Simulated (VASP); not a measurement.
Write the native input for VASP 6.6.1 that does the following.

```yaml
Task: single point
Functional: PBE
Potentials_or_basis: VASP PAW PBE potentials, release 64 (Ta_pv)
Cutoff: 520 eV
k_mesh: 12 × 12 × 1
Occupations: fermi-dirac, width 0.08 eV
Spin: no spin polarisation
Dipole_correction: yes
Further_INCAR_settings: ALGO = Normal; EDIFF = 1e-06; NBANDS = 36
```

The structure of Ta lies in POSCAR:

```
Ta
1.0
    3.3195547167      0.0000000000      0.0000000000
    0.0000000000      3.3195547167      0.0000000000
    0.0000000000      0.0000000000     22.6391000000
Ta
5
Direct
    0.0000000000      0.0000000000      0.3620236451
    0.5000000000      0.5000000000      0.4256082500
    0.0000000000      0.0000000000      0.4999999768
    0.5000000000      0.5000000000      0.5743917566
    0.0000000000      0.0000000000      0.6379763715
```

These files were run (other wordings do the same):

INCAR

```
SYSTEM = Ta
PREC = Accurate
ENCUT = 520
EDIFF = 1E-6
ISMEAR = -1
SIGMA = 0.08
LREAL = .False.
LASPH = .True.
NELM = 60
ALGO = Normal
ISIF = 2
LWAVE = .False.
LCHARG = .False.
LDIPOL = .True.
IDIPOL = 3
DIPOL = 0.5 0.5 0.500
GGA = PE
NBANDS = 36
```

KPOINTS

```
regular mesh
0
Gamma
  12 12 1
  0 0 0
```

Potentials or basis: VASP PAW PBE potentials, release 64 (Ta_pv).

Run with:

```bash
$ cat potpaw_PBE.64/Ta_pv/POTCAR > POTCAR
$ mpirun -np 1 vasp_std > vasp.out
```

Run time: 5.4 min on 1 thread of Intel(R) Xeon(R) Platinum 8488C (Sapphire Rapids), with other jobs on the host, peak memory 0.44 GiB.
